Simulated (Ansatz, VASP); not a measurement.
## LaWI: VASP beside Ansatz

```
La W I
1.0
     4.15722    0.00000    0.00000
     0.00000    4.17176    0.00000
     0.00000    0.00000    9.34168
La W I
2 2 2
Direct
  0.50000 0.00000 0.72193
  0.00000 0.50000 0.27807
  0.50000 0.00000 0.37565
  0.00000 0.50000 0.62435
  0.00000 0.00000 0.00165
  0.50000 0.50000 0.99835
```

Change from the starting cell: species swapped into the ErAsSe type (Pmmn, No. 59).

Alike in both runs: task single point; functional PBE; k mesh 4 × 4 × 2; occupations gaussian, width 0.1 eV; no spin polarisation.

|  | VASP | Ansatz |
| --- | --- | --- |
| version | VASP 6.6.1 | Ansatz 0.2.0 |
| potentials or method | VASP PAW PBE potentials, release 64 (La, W_sv, I), cutoff 520 eV | scalar-relativistic, plane waves, PAW |
| valence electrons in the cell | 64 | 84 |

```tsv
	VASP	Ansatz	Ansatz less VASP
gap on the k mesh at the Fermi level (eV)	none	none	-
pressure (GPa)	4.6	4.6	+0.02
traceless stress, the component that is largest in VASP (GPa)	-5.63	-5.59	+0.035
rms of the force components (eV/Å)	0.734	0.734	+0.0003
```

Atom by atom the forces differ by 0.005 eV/Å (rms over components). A gap of «none» marks a metal or a gap that the smearing closes. With one functional, cell and mesh, what is left measures potentials, basis and numerics. VASP's potentials hold 64 valence electrons a cell and Ansatz's 84, so a difference there can come from the potentials and not from the codes.

The k mesh is coarse, so the values compare programs but aren't converged. Neither program's run includes spin-orbit coupling.
